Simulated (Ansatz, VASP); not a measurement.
Ag: VASP beside Ansatz

INCAR

```
SYSTEM = Ag
ALGO = Fast
EDIFF = 1E-6
ENCUT = 520
GGA = PE
ISIF = 2
ISMEAR = 0
LASPH = .True.
LCHARG = .False.
LREAL = .False.
LWAVE = .False.
NBANDS = 12
NELM = 100
PREC = Accurate
SIGMA = 0.15
```

KPOINTS

```
k-points
0
Gamma
  22 22 22
  0 0 0
```

File POSCAR:

```
Ag
1.0
   -1.5580300654      1.5580300654      1.8696360784
    1.5580300654     -1.5580300654      1.8696360784
    1.5580300654      1.5580300654     -1.8696360784
Ag
1
Direct
    0.0000000000      0.0000000000      0.0000000000
```

Input for Ansatz:

```yaml
crystal:
  lattice:
    - [-1.5580300654, 1.5580300654, 1.8696360784]
    - [1.5580300654, -1.5580300654, 1.8696360784]
    - [1.5580300654, 1.5580300654, -1.8696360784]
  atoms:
    - { symbol: Ag, position: [0.0, 0.0, 0.0] }
basis:
  ecutwfc: 420
kpoints:
  mp_grid: { grid: [22, 22, 22] }
hamiltonian:
  xc: pbe
scf:
  occupations: { method: gaussian, width: 0.15 }
output:
  forces: true
  stress: true
  eigenvalues: true
```

Alike in both runs: task single point; functional PBE; k mesh 22 × 22 × 22; occupations gaussian, width 0.15 eV; no spin polarisation.

|  | VASP | Ansatz |
| --- | --- | --- |
| version | VASP 6.6.1 | Ansatz 0.2.0 |
| potentials or method | VASP PAW PBE potentials, release 64 (Ag), cutoff 520 eV | scalar-relativistic, plane waves, PAW |
| valence electrons in the cell | 11 | 19 |

VASP gave:

| Item | Value |
| --- | --- |
| gap on the k mesh at the Fermi level (eV) | none |
| pressure (GPa) | -1.1 |
| traceless stress, the component that is largest in VASP (GPa) | 1.21 |

**Question.** Which values does Ansatz return?

**Answer.** gap on the k mesh at the Fermi level (eV): none; pressure (GPa): -1.1; traceless stress, the component that is largest in VASP (GPa): 1.22.

A gap of «none» marks a metal or a gap that the smearing closes. VASP's potentials hold 11 valence electrons a cell and Ansatz's 19, so a difference there can come from the potentials and not from the codes.
